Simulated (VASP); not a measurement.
# Mg32HS32 (a cell with a defect) in VASP: single point with PBEsol

Aim: the single point of Mg32HS32 (a cell with a defect) with PBEsol.

All numbers are computed with VASP 6.6.1; they aren't measurements. Logs are shortened: lines on timing, memory, paths and dates and some standing lists are left out, and cuts for length are marked.

### 1 The cell of the first run

The cell holds a defect, 65 atoms: a = 10.364 Å, b = 10.364 Å, c = 10.364 Å, α = 90.00°, β = 90.00°, γ = 90.00°.

### 2 Single point, PBEsol

Contents of INCAR:

```
PREC = Accurate
ENCUT = 520
EDIFF = 1E-7
ISMEAR = -1
SIGMA = 0.05
LREAL = Auto
LASPH = T
NELM = 100
ALGO = Normal
ISIF = 2
LWAVE = F
LCHARG = F
GGA = PS
NELECT = 256.0
ISYM = 0
NBANDS = 166
```

Contents of KPOINTS:

```
Automatic mesh
0
Gamma
  1 1 1
  0.25 0.25 0.25
```

Contents of POSCAR:

```
Mg32HS32
1.0
   10.3639610000      0.0000000000      0.0000000000
    0.0000000000     10.3639610000      0.0000000000
    0.0000000000      0.0000000000     10.3639610000
S Mg H
32 32 1
Direct
    0.2509620000      0.0014500000      0.0029180000
    0.2509650000      0.0015700000      0.5004380000
    0.2484130000      0.4993590000      0.0045900000
    0.2484770000      0.4995380000      0.4992840000
    0.7507930000      0.0000820000      0.0027310000
    0.7508030000      0.0000910000      0.5007380000
    0.7481790000      0.4992780000      0.0030000000
    0.7481370000      0.4992550000      0.5006750000
    0.0014090000      0.2510160000      0.0029200000
    0.0015300000      0.2510170000      0.5004320000
    0.0000400000      0.7508390000      0.0027420000
    0.0000490000      0.7508500000      0.5007300000
    0.4993050000      0.2484710000      0.0045830000
    0.4994870000      0.2485320000      0.4993090000
    0.4992230000      0.7482300000      0.0030110000
    0.4992020000      0.7481860000      0.5006760000
    0.0061670000      0.0062230000      0.2518210000
    0.0009360000      0.0009840000      0.7516850000
    0.9965290000      0.5018660000      0.2517910000
    0.9991470000      0.5004430000      0.7517740000
    0.5017900000      0.9965890000      0.2517890000
    0.5003910000      0.9991970000      0.7517740000
    0.4905300000      0.4906260000      0.2514580000
    0.4983440000      0.4984000000      0.7518240000
    0.2523540000      0.2523710000      0.2526230000
    0.2507360000      0.2507910000      0.7518900000
    0.2498800000      0.7548280000      0.2518810000
    0.2497640000      0.7501780000      0.7518250000
    0.7547930000      0.2499420000      0.2518820000
    0.7501350000      0.2498190000      0.7518250000
    0.7485970000      0.7486540000      0.2517780000
    0.7496160000      0.7496670000      0.7517550000
    0.0006360000      0.0006910000      0.0010930000
    0.0007190000      0.0007750000      0.5023500000
    0.9981150000      0.5009780000      0.0004690000
    0.9981550000      0.5009740000      0.5030850000
    0.5009260000      0.9981770000      0.0004640000
    0.5009170000      0.9982090000      0.5030830000
    0.4985890000      0.4986410000      0.0002480000
    0.4986160000      0.4986690000      0.5032250000
    0.2496330000      0.2496680000      0.9951020000
    0.2499620000      0.2500030000      0.5088340000
    0.2496270000      0.7507920000      0.9997500000
    0.2496660000      0.7510380000      0.5039400000
    0.7507440000      0.2496770000      0.9997440000
    0.7509920000      0.2497150000      0.5039490000
    0.7496640000      0.7497150000      0.0009530000
    0.7496900000      0.7497380000      0.5025940000
    0.2551630000      0.9938960000      0.2515830000
    0.2506250000      0.9997260000      0.7517200000
    0.2359790000      0.5210720000      0.2520870000
    0.2485070000      0.5013140000      0.7519010000
    0.7537260000      0.9977780000      0.2517300000
    0.7508090000      0.9993130000      0.7517680000
    0.7481310000      0.5002770000      0.2518340000
    0.7487750000      0.5001810000      0.7518330000
    0.9938560000      0.2552170000      0.2515780000
    0.9996750000      0.2506720000      0.7517180000
    0.9977230000      0.7537920000      0.2517340000
    0.9992620000      0.7508560000      0.7517650000
    0.5210200000      0.2360470000      0.2521080000
    0.5012630000      0.2485590000      0.7519180000
    0.5002180000      0.7482030000      0.2518450000
    0.5001170000      0.7488290000      0.7518420000
    0.3507130000      0.3507690000      0.2502820000
```

Potentials or basis: VASP PAW PBE potentials, release 64 (S, Mg, H).

The run is started by

```sh
cat potpaw_PBE.64/S/POTCAR potpaw_PBE.64/Mg/POTCAR potpaw_PBE.64/H/POTCAR > POTCAR
mpirun -np 1 vasp_std > vasp.out
```

OUTCAR:

```text
PREC = Accurate
   ENCUT = 520
   EDIFF = 1E-7
   ISMEAR = -1
   LREAL = Auto
   LASPH = T
   NELM = 100
   ISIF = 2
   GGA = PS
   NELECT = 256.0
   ISYM = 0

 ion  position               nearest neighbor table
   1  0.251  0.001  0.003-  41 2.57  49 2.58  37 2.59  33 2.59  43 2.60  50 2.60
   2  0.251  0.002  0.500-  42 2.58  49 2.58  38 2.59  34 2.59  44 2.60  50 2.60
   3  0.248  0.499  0.005-  51 2.58  41 2.59  39 2.59  35 2.59  43 2.61  52 2.62
   4  0.248  0.500  0.499-  51 2.57  42 2.59  40 2.59  36 2.59  44 2.61  52 2.62
   5  0.751  0.000  0.003-  53 2.58  45 2.59  33 2.59  37 2.59  47 2.59  54 2.60
   6  0.751  0.000  0.501-  53 2.58  46 2.59  38 2.59  34 2.59  48 2.59  54 2.60
[... 16 lines left out ...]
  23  0.491  0.491  0.251-  39 2.61  40 2.61  51 2.66  61 2.66  63 2.67  55 2.67
  24  0.498  0.498  0.752-  39 2.57  40 2.58  52 2.59  62 2.59  64 2.60  56 2.60
  25  0.252  0.252  0.253-  65 1.44  42 2.66  41 2.67  49 2.68  57 2.68  61 2.79  51 2.79
  26  0.251  0.251  0.752-  42 2.52  41 2.52  52 2.60  62 2.60  58 2.60  50 2.60
  27  0.250  0.755  0.252-  51 2.43  49 2.48  63 2.60  44 2.61  59 2.61  43 2.61
  28  0.250  0.750  0.752-  44 2.57  43 2.57  52 2.58  50 2.59  64 2.59  60 2.60
  29  0.755  0.250  0.252-  61 2.43  57 2.48  55 2.60  46 2.61  53 2.61  45 2.61
  30  0.750  0.250  0.752-  46 2.57  45 2.57  62 2.58  58 2.59  56 2.59  54 2.60
  31  0.749  0.749  0.252-  55 2.57  63 2.57  53 2.58  59 2.58  48 2.60  47 2.60
  32  0.750  0.750  0.752-  48 2.58  47 2.58  56 2.59  64 2.59  60 2.59  54 2.59
  33  0.001  0.001  0.001-  18 2.58   5 2.59  11 2.59   9 2.59   1 2.59  17 2.60  59 3.65  53 3.65
                            41 3.65  45 3.66  43 3.66
  34  0.001  0.001  0.502-  18 2.58   6 2.59  12 2.59  10 2.59   2 2.59  17 2.60  59 3.65  53 3.65
                            42 3.65  46 3.65  44 3.65
  35  0.998  0.501  0.000-  20 2.58  11 2.59   7 2.59   9 2.59   3 2.59  19 2.60  51 3.59  57 3.64
                            47 3.64  56 3.65  60 3.65  45 3.65  52 3.66  58 3.66
  36  0.998  0.501  0.503-  20 2.58  12 2.59  10 2.59   8 2.59   4 2.59  19 2.60  51 3.59  48 3.64
                            57 3.64  56 3.65  46 3.65  60 3.65  58 3.66
  37  0.501  0.998  0.000-  22 2.58   5 2.59  15 2.59   1 2.59  13 2.59  21 2.60  61 3.59  49 3.64
                            47 3.64  64 3.65  54 3.65  43 3.65  62 3.66  50 3.66
[... 22 lines left out ...]
  49  0.255  0.994  0.252-  27 2.48  21 2.56   1 2.58   2 2.58  17 2.58  25 2.68  63 3.60  43 3.63
                            44 3.63  37 3.64  38 3.64  59 3.65
  50  0.251  1.000  0.752-  28 2.59  18 2.59  22 2.59  26 2.60   1 2.60   2 2.60  42 3.61  41 3.62
                            44 3.64  43 3.64  38 3.66  37 3.66
  51  0.236  0.521  0.252-  65 2.13  27 2.43  19 2.49   4 2.57   3 2.58  23 2.66  25 2.79  59 3.45
                            44 3.54  43 3.54  36 3.59  35 3.59  63 3.61
  52  0.249  0.501  0.752-  28 2.58  20 2.58  24 2.59  26 2.60   4 2.62   3 2.62  42 3.62  41 3.63
                            43 3.64  44 3.65  39 3.65  60 3.66  40 3.66  35 3.66
  53  0.754  0.998  0.252-   5 2.58   6 2.58  31 2.58  21 2.61  29 2.61  17 2.62  61 3.45  59 3.58
                            33 3.65  34 3.65  57 3.65  47 3.66  48 3.66
  54  0.751  0.999  0.752-  32 2.59  18 2.59  22 2.60  30 2.60   5 2.60   6 2.60  60 3.64  46 3.65
                            45 3.65  38 3.65  37 3.65  48 3.66  47 3.66  62 3.66
  55  0.748  0.500  0.252-  31 2.57  19 2.57   7 2.58   8 2.58  29 2.60  23 2.67  57 3.60  61 3.61
                            63 3.63
  56  0.749  0.500  0.752-  32 2.59  30 2.59  20 2.59  24 2.60   8 2.60   7 2.60  64 3.64  35 3.65
                            36 3.65  46 3.65  45 3.65  39 3.65  47 3.65  40 3.66  48 3.66
  57  0.994  0.255  0.252-  29 2.48  19 2.56   9 2.58  10 2.58  17 2.58  25 2.68  55 3.60  45 3.63
                            46 3.63  35 3.64  36 3.64  53 3.65
  58  1.000  0.251  0.752-  30 2.59  18 2.59  20 2.59  26 2.60   9 2.60  10 2.60  42 3.61  41 3.62
                            46 3.64  45 3.64  36 3.66  35 3.66
  59  0.998  0.754  0.252-  11 2.58  12 2.58  31 2.58  19 2.61  27 2.61  17 2.62  51 3.45  53 3.58
                            33 3.65  34 3.65  49 3.65  47 3.66  48 3.66
  60  0.999  0.751  0.752-  32 2.59  18 2.59  20 2.60  28 2.60  11 2.60  12 2.60  54 3.64  44 3.65
                            43 3.65  36 3.65  35 3.65  48 3.66  52 3.66  47 3.66
  61  0.521  0.236  0.252-  65 2.13  29 2.43  21 2.49  14 2.57  13 2.58  23 2.66  25 2.79  53 3.45
                            46 3.54  45 3.54  38 3.59  37 3.59  55 3.61
  62  0.501  0.249  0.752-  30 2.58  22 2.58  24 2.59  26 2.60  14 2.62  13 2.62  42 3.62  41 3.63
                            45 3.64  46 3.65  39 3.65  54 3.66  40 3.66  37 3.66
  63  0.500  0.748  0.252-  31 2.57  21 2.57  16 2.58  15 2.58  27 2.60  23 2.67  49 3.60  51 3.61
                            55 3.63
  64  0.500  0.749  0.752-  32 2.59  28 2.59  22 2.59  24 2.60  16 2.60  15 2.60  56 3.64  37 3.65
                            38 3.65  44 3.65  43 3.65  39 3.65  47 3.65  40 3.66  48 3.66
  65  0.351  0.351  0.250-  25 1.44  61 2.13  51 2.13

IMPORTANT INFORMATION: All symmetrisations will be switched off!
NOSYMM: (Re-)initialisation of all symmetry stuff for point group C_1.

[... 183 lines left out ...]
   total plane-waves  NPLWV = 512000
   dimension x,y,z NGX =    80 NGY =   80 NGZ =   80
   dimension x,y,z NGXF=   160 NGYF=  160 NGZF=  160
   ions per type =              32  32   1
   NGX,Y,Z   is equivalent  to a cutoff of  12.83, 12.83, 12.83 a.u.
   NGXF,Y,Z  is equivalent  to a cutoff of  25.67, 25.67, 25.67 a.u.
 SYSTEM =  unknown system
   PREC   = accura    normal or accurate (medium, high low for compatibility)
   ISTART =      0    job   : 0-new  1-cont  2-samecut
   ICHARG =      2    charge: 1-file 2-atom 10-const
   ISPIN  =      1    spin polarized calculation?
   LNONCOLLINEAR =      F non collinear calculations
   LSORBIT =      F    spin-orbit coupling
   LASPH  =      T    aspherical Exc in radial PAW
   ENCUT  =  520.0 eV  38.22 Ry    6.18 a.u.  19.27 19.27 19.27*2*pi/ulx,y,z
   NELM   =    100;   NELMIN=  2; NELMDL= -5     # of ELM steps
   EDIFF  = 0.1E-06   stopping-criterion for ELM
   LREAL  =      T    real-space projection
   EDIFFG = 0.1E-05   stopping-criterion for IOM
   NSW    =      0    number of steps for IOM
   IBRION =     -1    ionic relax: 0-MD 1-quasi-New 2-CG
   NFREE  =      0    steps in history (QN), initial steepest desc. (CG)
   ISIF   =      2    stress and relaxation
   ISYM   =      0    0-nonsym 1-usesym 2-fastsym
   POTIM  = 0.5000    time-step for ionic-motion
   TEBEG  =    0.0;   TEEND  =   0.0 temperature during run
   PSTRESS=    0.0 pullay stress
   NELECT =     256.0000    total number of electrons
   NUPDOWN=      -1.0000    fix difference up-down
   EMIN   =  10.00;   EMAX   =-10.00  energy-range for DOS
   EFERMI =   0.00;   METHOD = LEGACY
   ISMEAR =    -1;   SIGMA  =   0.05  broadening in eV -4-tet -1-fermi 0-gaus
   EFERMI_NEDOS =   21; number of points for ismear=-14 and -15
   IALGO  =     38    algorithm
   IMIX   =      4    mixing-type and parameters
     AMIX     =   0.40;   BMIX     =  1.00
     AMIX_MAG =   1.60;   BMIX_MAG =  1.00
  volume/ion in A,a.u.               =      17.13       115.57
  Fermi-wavevector in a.u.,A,eV,Ry     =   1.002988  1.895372 13.687255  1.005985
  Thomas-Fermi vector in A             =   2.135511
   LORBIT       =      0    0 simple, 1 ext, 2 COOP (PROOUT), +10 PAW based schemes
   GGA     = PS    functional components
   LHFCALC =     F    Hartree Fock is set to
   AEXX    =    0.0000 exact exchange contribution
   IVDW    =     0    specifies the selected vdW correction
   LEPSILON=     F    determine dielectric tensor
   LRPA    =     F    only Hartree local field effects (RPA)
 non-spin polarized calculation
  energy-cutoff  :      520.00
  volume of cell :     1113.21
 maximum number of plane-waves:     30028
 NGX is ok and might be reduce to    80
   NGX = 39   NGY = 39   NGZ = 39

 number of electron     256.0000000 magnetization

 Free energy of the ion-electron system (eV)
  ---------------------------------------------------
  ext. energy  EPLUGINS =         0.00000000
  ---------------------------------------------------
  free energy    TOTEN  =      -297.53991468 eV

  energy without entropy =     -297.53991468  energy(sigma->0) =     -297.53991468

 E-fermi :   4.9557     XC(G=0):  -9.8838

 val. band max:        3.6993896062   @ k =   0.2500   0.2500   0.2500
 cond. band min:       6.8099614228   @ k =  -0.2500   0.2500   0.2500
 fundamental gap:      3.1105718165
 Fermi energy:         4.9556930607

 k-point     1 :       0.2500    0.2500    0.2500
  band No.  band energies     occupation
      1      -9.5763      2.00000
      2      -8.7127      2.00000
      3      -8.4296      2.00000
      4      -8.4046      2.00000
      5      -8.2649      2.00000
      6      -8.0893      2.00000
[... 561 lines left out ...]
    139       8.4272      0.00000
    140       8.4616      0.00000
 [bands above 140 left out]

------------------------ aborting loop because EDIFF is reached ----------------------------------------

  FORCE on cell =-STRESS in cart. coord.  units (eV):
  Direction    XX          YY          ZZ          XY          YZ          ZX
  --------------------------------------------------------------------------------------
  -------------------------------------------------------------------------------------
  Total       -6.5618556     -6.5579397     -8.8684779     -3.1022382      0.0366235      0.0361156
  in kB       -9.4440861     -9.4384503    -12.7638696     -4.4648658      0.0527100      0.0519790
  external PRESSURE =     -10.5488020 kB  Pullay stress =       0.0000000 kB

 VOLUME and BASIS-vectors are now :
 -----------------------------------------------------------------------------
  energy-cutoff  :      520.00
  volume of cell :     1113.21
      direct lattice vectors                 reciprocal lattice vectors
    10.363961000  0.000000000  0.000000000     0.096488206  0.000000000  0.000000000
     0.000000000 10.363961000  0.000000000     0.000000000  0.096488206  0.000000000
     0.000000000  0.000000000 10.363961000     0.000000000  0.000000000  0.096488206

 POSITION                                       TOTAL-FORCE (eV/Angst)
 -----------------------------------------------------------------------------------
      2.60096      0.01503      0.03024        -0.001039      0.001391      0.010174
      2.60099      0.01627      5.18652         0.002854     -0.001774      0.000038
      2.57454      5.17534      0.04757        -0.006573     -0.001321      0.000117
      2.57521      5.17719      5.17456         0.000575      0.003084      0.002345
      7.78119      0.00085      0.02830         0.001548     -0.003073      0.004383
      7.78129      0.00094      5.18963        -0.000291     -0.003600      0.000599
[... 57 lines left out ...]
      5.18319      7.76083      7.79206        -0.002338     -0.000888     -0.000752
      3.63478      3.63536      2.59391        -0.072471     -0.072591      0.009827
 -----------------------------------------------------------------------------------
    total drift:                                0.012522      0.008369     -0.021368

  FREE ENERGIE OF THE ION-ELECTRON SYSTEM (eV)
  ---------------------------------------------------
  free  energy   TOTEN  =      -297.5399146841 eV

  energy  without entropy=     -297.5399146840  energy(sigma->0) =     -297.53991468
```

It took 28 min on 1 thread of Oxide Virtual Turin-like, shared host; peak memory 1.2 GiB.

Results:

| Quantity | Value |
| --- | --- |
| Free energy | -297.5399 eV |
| Largest force | 0.118 eV/Å |

Forces in eV/Å, atoms in the order of the input:
```
S   -0.001  0.001  0.010
S    0.003 -0.002  0.000
S   -0.007 -0.001  0.000
S    0.001  0.003  0.002
S    0.002 -0.003  0.004
S    0.000 -0.004  0.001
S   -0.005  0.000  0.002
S   -0.003  0.005 -0.005
S    0.001 -0.001  0.011
S   -0.002  0.003  0.000
S   -0.004  0.002  0.004
S   -0.004  0.000  0.002
S    0.000 -0.007  0.001
S    0.004  0.000  0.001
S    0.000 -0.004  0.001
S    0.005 -0.002 -0.005
S    0.006  0.006 -0.006
S   -0.002 -0.002  0.002
S    0.001  0.004  0.000
S   -0.005  0.003 -0.001
S    0.007  0.002  0.000
S    0.003 -0.005 -0.001
S    0.003  0.000  0.018
S    0.004  0.004  0.000
S    0.080  0.082 -0.029
S    0.000  0.000  0.000
S   -0.002  0.000 -0.003
S    0.002  0.000  0.000
S   -0.002 -0.002 -0.003
S    0.000  0.001  0.000
S    0.001  0.001 -0.001
S   -0.002 -0.002  0.001
Mg   0.001  0.001 -0.001
Mg   0.000 -0.001  0.001
Mg   0.004 -0.001  0.001
Mg   0.002  0.000 -0.001
Mg  -0.001  0.003  0.001
Mg   0.000  0.002 -0.001
Mg  -0.001  0.000  0.000
Mg  -0.003 -0.003 -0.002
Mg   0.004  0.004 -0.011
Mg  -0.002 -0.001  0.014
Mg   0.002 -0.001  0.002
Mg  -0.002 -0.002 -0.001
Mg   0.000  0.002  0.002
Mg  -0.002 -0.002 -0.001
Mg   0.001  0.000  0.003
Mg   0.001  0.001 -0.005
Mg   0.002 -0.018  0.003
Mg  -0.004  0.003 -0.003
Mg   0.000  0.006 -0.002
Mg   0.002 -0.002  0.000
Mg   0.000  0.002  0.002
Mg   0.002  0.003 -0.003
Mg  -0.002 -0.004 -0.002
Mg  -0.001 -0.003 -0.001
Mg  -0.018  0.002  0.003
Mg   0.003 -0.004 -0.003
Mg   0.002  0.000  0.002
Mg   0.003  0.002 -0.003
Mg   0.006  0.001 -0.003
Mg  -0.002  0.002 -0.001
Mg  -0.004 -0.003 -0.002
Mg  -0.002 -0.001 -0.001
H   -0.072 -0.073  0.010
```

Caveat: the cell carries a net charge on a neutralising background, which shifts energy and pressure; the cell is charged against a uniform background, so pressure and absolute levels hang on convention; the PAW data sets were made with another functional, which shifts forces and pressure a little.
